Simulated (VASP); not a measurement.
# SiO2 (P4_2nm) in VASP: single point with PBE

Aim: the single point of SiO2 with PBE.

All numbers are computed with VASP 6.6.1; they aren't measurements. Logs are shortened: lines on timing, memory, paths and dates and some standing lists are left out, and cuts for length are marked.

### Step 1. The cell of the first run

It takes space group P4_2nm (No. 102, tetragonal). Conventional cell: a = 4.236 Å, b = 4.236 Å, c = 2.690 Å, α = 90.00°, β = 90.00°, γ = 90.00°. Si (site symmetry 2mm) has 6 O at 1.60 to 1.96 Å within 2.1 Å. O (site symmetry m) has 3 Si at 1.60 to 1.96 Å within 2.1 Å.

### Step 2. Single point, PBE (mode 13 (628.5 1/cm) frozen in, largest displacement +0.125 Å)

Input file INCAR:

```
PREC = Accurate
ENCUT = 520
EDIFF = 1E-6
ISMEAR = 0
SIGMA = 0.05
LREAL = False
LASPH = True
NELM = 80
ALGO = Normal
ISIF = 2
LWAVE = False
LCHARG = False
GGA = PE
NBANDS = 25
```

Input file KPOINTS:

```
Automatic mesh
0
Gamma
  6 6 8
```

Input file POSCAR:

```
SiO2
1.0
    4.2361165343      0.0000000000      0.0000000000
    0.0000000000      4.2361165343      0.0000000000
    0.0000000000      0.0000000000      2.6904781063
Si O
2 4
Direct
    0.5000000000      0.5000000000      0.5464601439
    0.0000000000      0.0000000000      0.0464601439
    0.6930152167      0.6930152167     -0.0407785843
    0.1930152167      0.8069847833      0.4592214157
    0.3069847833      0.3069847833     -0.0407785843
    0.8069847833      0.1930152167      0.4592214157
```

Potentials or basis: VASP PAW PBE potentials, release 64 (Si, O).

On the command line:

```
cat potpaw_PBE.64/Si/POTCAR potpaw_PBE.64/O/POTCAR > POTCAR
mpirun -np 1 vasp_std > vasp.out
```

OUTCAR:

```text
PREC = Accurate
   ENCUT = 520
   EDIFF = 1E-6
   ISMEAR = 0
   LREAL = False
   LASPH = True
   NELM = 80
   ISIF = 2
   GGA = PE

 ion  position               nearest neighbor table
   1  0.500  0.500  0.546-   3 1.60   5 1.60   4 1.85   6 1.85   3 1.96   5 1.96
   2  0.000  0.000  0.046-   4 1.60   6 1.60   5 1.85   3 1.85   4 1.96   6 1.96
   3  0.693  0.693  0.959-   1 1.60   2 1.85   1 1.96
   4  0.193  0.807  0.459-   2 1.60   1 1.85   2 1.96
   5  0.307  0.307  0.959-   1 1.60   2 1.85   1 1.96
   6  0.807  0.193  0.459-   2 1.60   1 1.85   2 1.96

  LATTYP: Found a simple tetragonal cell.
 ALAT       =     4.2361165343
 C/A-ratio  =     0.6351284448

  Lattice vectors:

 A1 = (   4.2361165343,   0.0000000000,   0.0000000000)
 A2 = (   0.0000000000,   4.2361165343,   0.0000000000)
 A3 = (   0.0000000000,   0.0000000000,   2.6904781063)

Analysis of symmetry for initial positions (statically):
=====================================================================
 Subroutine PRICEL returns:
 Original cell was already a primitive cell.

 Routine SETGRP: Setting up the symmetry group for a
 simple tetragonal supercell.

 Subroutine GETGRP returns: Found  8 space group operations
 (whereof  4 operations were pure point group operations)
 out of a pool of 16 trial point group operations.

The static configuration has the point symmetry C_2v.
 The point group associated with its full space group is C_4v.

Analysis of symmetry for dynamics (positions and initial velocities):
=====================================================================
 Subroutine PRICEL returns:
 Original cell was already a primitive cell.

 Routine SETGRP: Setting up the symmetry group for a
 simple tetragonal supercell.

 Subroutine GETGRP returns: Found  8 space group operations
 (whereof  4 operations were pure point group operations)
 out of a pool of 16 trial point group operations.

The dynamic configuration has the point symmetry C_2v.
 The point group associated with its full space group is C_4v.

 Subroutine INISYM returns: Found  8 space group operations
 (whereof  4 operations are pure point group operations),
 and found     1 'primitive' translations

----------------------------------------------------------------------------------------

                                     Primitive cell

  volume of cell :      48.2798

  direct lattice vectors                    reciprocal lattice vectors
     4.236116534  0.000000000  0.000000000     0.236065272  0.000000000  0.000000000
     0.000000000  4.236116534  0.000000000     0.000000000  0.236065272  0.000000000
     0.000000000  0.000000000  2.690478106     0.000000000  0.000000000  0.371681151

  length of vectors
     4.236116534  4.236116534  2.690478106     0.236065272  0.236065272  0.371681151

  position of ions in fractional coordinates (direct lattice)
     0.500000000  0.500000000  0.546460144
     0.000000000  0.000000000  0.046460144
     0.693015217  0.693015217  0.959221416
     0.193015217  0.806984783  0.459221416
     0.306984783  0.306984783  0.959221416
     0.806984783  0.193015217  0.459221416

  ion indices of the primitive-cell ions
   primitive index   ion index
                 1           1
                 2           2
                 3           3
                 4           4
                 5           5
                 6           6

----------------------------------------------------------------------------------------

 KPOINTS: Automatic mesh

Automatic generation of k-mesh.
 Grid dimensions read from file:
 generate k-points for:    6    6    8

 Generating k-lattice:

  Cartesian coordinates                     Fractional coordinates (reciprocal lattice)
     0.039344212  0.000000000  0.000000000     0.166666667  0.000000000  0.000000000
     0.000000000  0.039344212  0.000000000     0.000000000  0.166666667  0.000000000
     0.000000000  0.000000000  0.046460144     0.000000000  0.000000000  0.125000000

  Length of vectors
     0.039344212  0.039344212  0.046460144

  Shift w.r.t. Gamma in fractional coordinates (k-lattice)
     0.000000000  0.000000000  0.000000000

 Subroutine IBZKPT returns following result:
 ===========================================

 Found     50 irreducible k-points:

 Following reciprocal coordinates:
            Coordinates               Weight
  0.000000  0.000000  0.000000      1.000000
  0.166667  0.000000  0.000000      4.000000
  0.333333  0.000000  0.000000      4.000000
  0.500000  0.000000  0.000000      2.000000
  0.166667  0.166667  0.000000      4.000000
  0.333333  0.166667  0.000000      8.000000
[... 16 lines left out ...]
  0.333333  0.000000  0.250000      8.000000
  0.500000  0.000000  0.250000      4.000000
 [... further k-points ...]
   k-points           NKPTS =     50   k-points in BZ     NKDIM =     50   number of bands    NBANDS=     25
   number of dos      NEDOS =    301   number of ions     NIONS =      6
   total plane-waves  NPLWV =  20480
   dimension x,y,z NGX =    32 NGY =   32 NGZ =   20
   dimension x,y,z NGXF=    64 NGYF=   64 NGZF=   40
   ions per type =               2   4
   NGX,Y,Z   is equivalent  to a cutoff of  12.56, 12.56, 12.36 a.u.
   NGXF,Y,Z  is equivalent  to a cutoff of  25.12, 25.12, 24.72 a.u.
 SYSTEM =  unknown system
   PREC   = accura    normal or accurate (medium, high low for compatibility)
   ISTART =      0    job   : 0-new  1-cont  2-samecut
   ICHARG =      2    charge: 1-file 2-atom 10-const
   ISPIN  =      1    spin polarized calculation?
   LNONCOLLINEAR =      F non collinear calculations
   LSORBIT =      F    spin-orbit coupling
   LASPH  =      T    aspherical Exc in radial PAW
   ENCUT  =  520.0 eV  38.22 Ry    6.18 a.u.   7.88  7.88  5.00*2*pi/ulx,y,z
   NELM   =     80;   NELMIN=  2; NELMDL= -5     # of ELM steps
   EDIFF  = 0.1E-05   stopping-criterion for ELM
   LREAL  =      F    real-space projection
   EDIFFG = 0.1E-04   stopping-criterion for IOM
   NSW    =      0    number of steps for IOM
   IBRION =     -1    ionic relax: 0-MD 1-quasi-New 2-CG
   NFREE  =      0    steps in history (QN), initial steepest desc. (CG)
   ISIF   =      2    stress and relaxation
   ISYM   =      2    0-nonsym 1-usesym 2-fastsym
   POTIM  = 0.5000    time-step for ionic-motion
   TEBEG  =    0.0;   TEEND  =   0.0 temperature during run
   PSTRESS=    0.0 pullay stress
   NELECT =      32.0000    total number of electrons
   NUPDOWN=      -1.0000    fix difference up-down
   EMIN   =  10.00;   EMAX   =-10.00  energy-range for DOS
   EFERMI =   0.00;   METHOD = LEGACY
   ISMEAR =     0;   SIGMA  =   0.05  broadening in eV -4-tet -1-fermi 0-gaus
   EFERMI_NEDOS =   21; number of points for ismear=-14 and -15
   IALGO  =     38    algorithm
   IMIX   =      4    mixing-type and parameters
     AMIX     =   0.40;   BMIX     =  1.00
     AMIX_MAG =   1.60;   BMIX_MAG =  1.00
  volume/ion in A,a.u.               =       8.05        54.30
  Fermi-wavevector in a.u.,A,eV,Ry     =   1.427369  2.697337 27.720287  2.037384
  Thomas-Fermi vector in A             =   2.547546
   LORBIT       =      0    0 simple, 1 ext, 2 COOP (PROOUT), +10 PAW based schemes
   GGA     = PE    functional components
   LHFCALC =     F    Hartree Fock is set to
   AEXX    =    0.0000 exact exchange contribution
   IVDW    =     0    specifies the selected vdW correction
   LEPSILON=     F    determine dielectric tensor
   LRPA    =     F    only Hartree local field effects (RPA)
 non-spin polarized calculation
 Gauss-broadening in eV      SIGMA  =   0.05
  energy-cutoff  :      520.00
  volume of cell :       48.28
 maximum number of plane-waves:      1336
 NGX is ok and might be reduce to    32
   NGX = 15   NGY = 15   NGZ = 11

 number of electron      32.0000027 magnetization

 Free energy of the ion-electron system (eV)
  ---------------------------------------------------
  ext. energy  EPLUGINS =         0.00000000
  ---------------------------------------------------
  free energy    TOTEN  =       -45.05728696 eV

  energy without entropy =      -45.05728696  energy(sigma->0) =      -45.05728696

 E-fermi :   7.7798     XC(G=0): -12.0548

 val. band max:        7.5772375426   @ k =   0.0000   0.0000   0.0000
 cond. band min:      12.3278289961   @ k =   0.0000   0.0000   0.0000
 fundamental gap:      4.7505914536
 Fermi energy:         7.7798148765

 k-point     1 :       0.0000    0.0000    0.0000
  band No.  band energies     occupation
      1     -14.5914      2.00000
      2     -11.1893      2.00000
      3     -11.1893      2.00000
      4     -11.0956      2.00000
      5      -2.8213      2.00000
      6       1.1913      2.00000
[... 17 lines left out ...]
     24      21.1910      0.00000
     25      22.5071      0.00000

 k-point     2 :       0.1667    0.0000    0.0000
  band No.  band energies     occupation
      1     -14.4555      2.00000
      2     -11.8422      2.00000
      3     -11.1246      2.00000
      4     -10.7171      2.00000
      5      -2.6425      2.00000
      6       0.5430      2.00000
[... 17 lines left out ...]
     24      21.2655      0.00000
     25      22.2803      0.00000

 k-point     3 :       0.3333    0.0000    0.0000
  band No.  band energies     occupation
      1     -14.0584      2.00000
      2     -12.6591      2.00000
      3     -10.9525      2.00000
      4     -10.6158      2.00000
      5      -2.1507      2.00000
      6      -0.4781      2.00000
[... 17 lines left out ...]
     24      21.7089      0.00000
     25      22.0307      0.00000

 k-point     4 :       0.5000    0.0000    0.0000
  band No.  band energies     occupation
      1     -13.4366      2.00000
      2     -13.4366      2.00000
      3     -10.7431      2.00000
      4     -10.7431      2.00000
      5      -1.4124      2.00000
      6      -1.4124      2.00000
[... 17 lines left out ...]
     24      21.1463      0.00000
     25      22.4202      0.00000
[... 477 lines left out ...]
 k-point    22 :       0.1667    0.0000    0.2500
  band No.  band energies     occupation
      1     -13.7113      2.00000
      2     -11.5082      2.00000
      3     -10.8024      2.00000
      4     -10.6447      2.00000
      5      -2.3510      2.00000
      6       0.6124      2.00000
[... 17 lines left out ...]
     24      21.3640      0.00000
     25      21.8102      0.00000

 k-point    23 :       0.3333    0.0000    0.2500
  band No.  band energies     occupation
      1     -13.3563      2.00000
      2     -12.1546      2.00000
      3     -10.7044      2.00000
      4     -10.5538      2.00000
      5      -1.7206      2.00000
      6      -0.1381      2.00000
[... 17 lines left out ...]
     24      20.6816      0.00000
     25      21.4169      0.00000

 k-point    24 :       0.5000    0.0000    0.2500
  band No.  band energies     occupation
      1     -12.8111      2.00000
      2     -12.8111      2.00000
      3     -10.5978      2.00000
      4     -10.5978      2.00000
      5      -0.9153      2.00000
      6      -0.9153      2.00000
[... 17 lines left out ...]
     24      20.7540      0.00000
     25      21.3933      0.00000

 [... further k-points ...]
[... 5 lines left out ...]
  --------------------------------------------------------------------------------------
  -------------------------------------------------------------------------------------
  Total        3.6328921      3.6328921      5.8817578      0.0000000      0.0000000      0.0000000
  in kB      120.5584945    120.5584945    195.1877063      0.0000000      0.0000000      0.0000000
  external PRESSURE =     145.4348985 kB  Pullay stress =       0.0000000 kB

 VOLUME and BASIS-vectors are now :
 -----------------------------------------------------------------------------
  energy-cutoff  :      520.00
  volume of cell :       48.28
      direct lattice vectors                 reciprocal lattice vectors
     4.236116534  0.000000000  0.000000000     0.236065272  0.000000000  0.000000000
     0.000000000  4.236116534  0.000000000     0.000000000  0.236065272  0.000000000
     0.000000000  0.000000000  2.690478106     0.000000000  0.000000000  0.371681151

 POSITION                                       TOTAL-FORCE (eV/Angst)
 -----------------------------------------------------------------------------------
      2.11806      2.11806      1.47024         0.000000      0.000000     -5.552890
      0.00000      0.00000      0.12500         0.000000      0.000000     -5.552890
      2.93569      2.93569      2.58076         1.295028      1.295028      2.776445
      0.81763      3.41848      1.23553         1.295028     -1.295028      2.776445
      1.30042      1.30042      2.58076        -1.295028     -1.295028      2.776445
      3.41848      0.81763      1.23553        -1.295028      1.295028      2.776445
 -----------------------------------------------------------------------------------
    total drift:                                0.000000      0.000000      0.002906

  FREE ENERGIE OF THE ION-ELECTRON SYSTEM (eV)
  ---------------------------------------------------
  free  energy   TOTEN  =       -45.0572869567 eV

  energy  without entropy=      -45.0572869567  energy(sigma->0) =      -45.05728696
```

Wall time 16 s (1 thread of Intel Xeon 6975P-C (Granite Rapids), shared host); peak memory 0.17 GiB.

Results:

```yaml
Free_energy: -45.0573 eV
Pressure: 14.5 GPa
Largest_force: 5.553 eV/Å
Band_gap_on_the_k_mesh: 4.75 eV, direct
```

Forces on the atoms (eV/Å):
```
Si   0.000  0.000 -5.553
Si   0.000  0.000 -5.553
O    1.295  1.295  2.776
O    1.295 -1.295  2.776
O   -1.295 -1.295  2.776
O   -1.295  1.295  2.776
```

Levels at points of the mesh, in eV from the valence-band top:
```tsv
k point	band 14	band 15	band 16	band 17	band 18	band 19
(0.00, 0.00, 0.00)	-0.82	-0.82	0.00	4.75	6.06	8.38
(0.50, 0.00, 0.00)	-2.12	-1.03	-1.03	6.81	6.81	8.91
(0.50, 0.50, 0.00)	-2.20	-2.15	-2.15	6.41	6.41	9.79
(0.00, 0.00, 0.50)	-2.84	-2.57	-2.57	8.22	8.22	12.06
(0.50, 0.00, 0.50)	-2.13	-1.63	-1.63	8.18	8.18	9.67
(0.50, 0.50, 0.50)	-1.66	-1.63	-1.30	6.37	7.00	10.63
```

Caveat: the cell differs from its parent crystal (mode 13 (628.5 1/cm) frozen in, largest displacement +0.125 Å); forces of over 1 eV/Å act on the atoms, so gaps and moduli don't describe the material at rest. A k mesh can miss the band edges.
